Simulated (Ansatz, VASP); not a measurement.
## One calculation of TaBe2P3, two programs

```
Ta Be P
1.0
     3.29366    0.00000    0.00000
    -1.64683    2.85240    0.00000
     0.00000    0.00000    8.84320
Ta Be P
1 2 3
Direct
  0.00000 0.00000 0.50000
  0.33333 0.66667 0.85879
  0.66667 0.33333 0.14121
  0.66667 0.33333 0.69116
  0.00000 0.00000 0.00000
  0.33333 0.66667 0.30884
```

Alike in both runs: functional PBE; k mesh 6 × 6 × 2; occupations gaussian, width 0.1 eV; no spin polarisation.

Ansatz relaxed the structure, and its values are those at the end. VASP's run is a single point on that final structure, the one shown.

|  | VASP | Ansatz |
| --- | --- | --- |
| version | VASP 6.6.1 | Ansatz 0.2.0 |
| potentials or method | VASP PAW PBE potentials, release 64 (Ta_pv, Be, P), cutoff 520 eV | scalar-relativistic, plane waves, PAW |
| valence electrons in the cell | 30 | 32 |

|  | VASP | Ansatz | Ansatz less VASP |
| --- | --- | --- | --- |
| gap on the k mesh at the Fermi level (eV) | none | none | - |
| pressure (GPa) | 0.2 | 0.2 | -0.01 |
| rms of the force components (eV/Å) | 0.005 | 0.002 | -0.0035 |

A gap of «none» marks a metal or a gap that the smearing closes. VASP's potentials hold 30 valence electrons a cell and Ansatz's 32, so a difference there can come from the potentials and not from the codes.

The k mesh is coarse, so the values compare programs but aren't converged. Spin-orbit coupling is off throughout.
